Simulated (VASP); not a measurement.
BaS:

```
Ba S
1.0
     5.38445    0.00000    0.00000
    -2.69222    4.66307    0.00000
     0.00000    0.00000    6.38170
Ba S
2 2
Direct
  0.33333 0.66667 0.25000
  0.66667 0.33333 0.75000
  0.66667 0.33333 0.25000
  0.33333 0.66667 0.75000
```

Base run:

| Property | Result |
| --- | --- |
| Program | VASP 6.6.1 |
| Functional | r2SCAN |
| Potentials or basis | VASP PAW PBE potentials, release 64 (Ba_sv, S) |
| Cutoff | 520 eV |
| k mesh | 6 × 6 × 4 |
| Occupations | gaussian, width 0.01 eV |
| Spin | no spin polarisation |

Its results: band gap on the k mesh 2.82 eV, indirect (least direct gap 2.97 eV); pressure 0.4 GPa.

**Question.** After a change of settings the same cell gave: band gap on the k mesh 2.45 eV, indirect (least direct gap 2.60 eV); pressure 0.7 GPa. Which change was it?
A. functional from r2SCAN to PBE; k mesh from 6 × 6 × 4 to 6 × 6 × 2
B. occupations from gaussian, width 0.01 eV to fermi-dirac, width 0.02 eV
C. functional from r2SCAN to LDA; potentials or basis from VASP PAW PBE potentials, release 64 (Ba_sv, S) to VASP PAW LDA potentials, release 64 (Ba_sv, S)

**Answer.** A.

Caveats: some runs use coarse meshes; spin-orbit coupling is left out, which moves the levels of the heavy elements; the PAW data sets were made with another functional, which shifts forces and pressure a little (some runs).
